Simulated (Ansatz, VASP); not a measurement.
Si2Ru2N in VASP and in Ansatz

```
Si Ru N
1.0
     4.15063    0.00000    0.00000
    -2.07532    3.59455    0.00000
     0.00000    0.00000    4.98389
Si Ru N
2 2 1
Direct
  0.33333 0.66667 0.00000
  0.66667 0.33333 0.00000
  0.33333 0.66667 0.50000
  0.66667 0.33333 0.50000
  0.00000 0.00000 0.00000
```

Alike in both runs: functional PBE; k mesh 6 × 6 × 4; occupations gaussian, width 0.1 eV; no spin polarisation.

Ansatz relaxed the structure, and its values are those at the end. VASP's run is a single point on that final structure, the one shown.

|  | VASP | Ansatz |
| --- | --- | --- |
| version | VASP 6.6.1 | Ansatz 0.2.0 |
| potentials or method | VASP PAW PBE potentials, release 64 (Si, Ru_pv, N), cutoff 520 eV | scalar-relativistic, plane waves, PAW |
| valence electrons in the cell | 41 | 45 |

Ansatz gave:

* gap on the k mesh at the Fermi level (eV): none
* pressure (GPa): 0.1

Q: Which values does VASP return?

A: gap on the k mesh at the Fermi level (eV): none; pressure (GPa): 0.2.

A gap of «none» marks a metal or a gap that the smearing closes. VASP's potentials hold 41 valence electrons a cell and Ansatz's 45, so a difference there can come from the potentials and not from the codes.
